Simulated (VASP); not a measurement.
The system is SnTe2.

```xyz
6
Lattice="6.8021 0.0000 0.0000 0.0000 6.8021 0.0000 0.0000 0.0000 3.8769" Properties=species:S:1:pos:R:3 pbc="T T T"
Sn    0.0000    0.0000    0.0000
Sn    3.4011    3.4011    1.9385
Te    2.0406    2.0406    0.0000
Te    1.3604    5.4417    1.9385
Te    4.7615    4.7615    0.0000
Te    5.4417    1.3604    1.9385
```

| Quantity | Value |
| --- | --- |
| Program | VASP 6.6.1 |
| Task | relaxation of cell and atoms |
| Functional | PBE |
| Potentials or basis | VASP PAW PBE potentials, release 64 (Sn_d, Te) |
| Cutoff | 600 eV |
| k mesh | 4 × 4 × 4 |
| Occupations | gaussian, width 0.1 eV |
| Spin | no spin polarisation |

At the start: pressure 13.6 GPa; volume 29.90 Å³/atom.

**Question.** How do energy, volume and symmetry change on relaxing?

**Answer.** Over 9 steps the energy falls by 276.9 meV/atom and the volume is 36.92 Å³/atom (+23.5 %); space group P4_2/mnm (No. 136, to 0.05 Å).

Step by step:
| step | energy change (eV) | largest force (eV/Å) | pressure (GPa) | volume (Å³) |
| --- | --- | --- | --- | --- |
| 1 | 0.0000 | 0.8424 | 13.55 | 179.38 |
| 2 | -1.2078 | 0.3109 | -3.56 | 253.01 |
| 3 | -1.6023 | 0.1252 | -0.12 | 221.84 |
| 4 | -1.6023 | 0.1344 | -0.27 | 222.75 |
| 5 | -1.6356 | 0.1092 | -0.16 | 221.77 |
| 6 | -1.6585 | 0.0901 | 0.08 | 219.98 |
| 7 | -1.6586 | 0.0902 | 0.10 | 219.83 |
| 8 | -1.6606 | 0.0616 | -0.02 | 220.67 |
| 9 | -1.6612 | 0.0340 | -0.14 | 221.52 |

Final structure:
```yaml
crystal:
  lattice:
    - [7.05797, 0.00000, 0.00000]
    - [0.00000, 7.05797, 0.00000]
    - [0.00000, 0.00000, 4.44693]
  atoms:
    - { symbol: Sn, position: [0.00000, 0.00000, 0.00000] }
    - { symbol: Sn, position: [0.50000, 0.50000, 0.50000] }
    - { symbol: Te, position: [0.29998, 0.29998, 0.00000] }
    - { symbol: Te, position: [0.20002, 0.79998, 0.50000] }
    - { symbol: Te, position: [0.70002, 0.70002, 0.00000] }
    - { symbol: Te, position: [0.79998, 0.20002, 0.50000] }
```

Caveat: the k points lie up to 0.35 Å⁻¹ apart in the final cell; the volume moved by over 15 % at a fixed basis, so the end points are rough.
